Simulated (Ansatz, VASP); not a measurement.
# One calculation of Sn7Sb, two programs

File INCAR:

```
SYSTEM = Sn7Sb
PREC = Accurate ; ENCUT = 520
EDIFF = 1E-6 ; ISMEAR = -1
SIGMA = 0.0816 ; LREAL = .FALSE.
LASPH = .TRUE. ; NELM = 100
ALGO = Normal ; ISIF = 2
LWAVE = .FALSE. ; LCHARG = .FALSE.
GGA = PS ; NBANDS = 62
```

File KPOINTS:

```
Automatic mesh
0
G
  4 4 4
  0 0 0
```

The input POSCAR:

```
Sn7Sb
1.0
    6.6577725840      0.0000000000      0.0000000000
    0.0000000000      6.6577725840      0.0000000000
    0.0000000000      0.0000000000      6.6577725840
Sb Sn
1 7
Direct
    0.8750000000      0.3750000000      0.3750000000
    0.3750000000      0.8750000000      0.3750000000
    0.3750000000      0.3750000000      0.8750000000
    0.8750000000      0.8750000000      0.8750000000
    0.1250000000      0.1250000000      0.1250000000
    0.6250000000      0.6250000000      0.1250000000
    0.6250000000      0.1250000000      0.6250000000
    0.1250000000      0.6250000000      0.6250000000
```

Input for Ansatz:

```yaml
crystal:
  lattice:
    - [6.657772584, 0.0, 0.0]
    - [0.0, 6.657772584, 0.0]
    - [0.0, 0.0, 6.657772584]
  atoms:
    - { symbol: Sb, position: [0.875, 0.375, 0.375] }
    - { symbol: Sn, position: [0.375, 0.875, 0.375] }
    - { symbol: Sn, position: [0.375, 0.375, 0.875] }
    - { symbol: Sn, position: [0.875, 0.875, 0.875] }
    - { symbol: Sn, position: [0.125, 0.125, 0.125] }
    - { symbol: Sn, position: [0.625, 0.625, 0.125] }
    - { symbol: Sn, position: [0.625, 0.125, 0.625] }
    - { symbol: Sn, position: [0.125, 0.625, 0.625] }
kpoints:
  mp_grid: { grid: [4, 4, 4] }
scf:
  occupations: { method: fermi_dirac, width: 0.0816 }
hamiltonian:
  xc: pbesol
  pseudopotentials: { kind: paw }
output:
  forces: true
  stress: true
  eigenvalues: true
```

Alike in both runs: task single point; functional PBEsol; k mesh 4 × 4 × 4; occupations fermi-dirac, width 0.0816 eV; no spin polarisation.

```csv
,VASP,Ansatz
version,VASP 6.6.1,Ansatz 0.2.0
potentials or method,"VASP PAW PBE potentials, release 64 (Sb, Sn_d)","PAW with Ansatz's default frozen-core files, scalar-relativistic"
plane-wave cutoff (eV),520,420
valence electrons in the cell,103,113
```

Ansatz gave:

- pressure (GPa): -1.0
- rms of the force components (eV/Å): 0.125

What did VASP give for the same quantities?

Pressure (GPa): -1.0; rms of the force components (eV/Å): 0.128.

VASP's potentials were made for PBE, not for PBEsol. Atom by atom the forces differ by 0.003 eV/Å (rms over components). VASP's potentials hold 103 valence electrons a cell and Ansatz's 113, so a difference there can come from the potentials and not from the codes.

Neither program's run includes spin-orbit coupling.
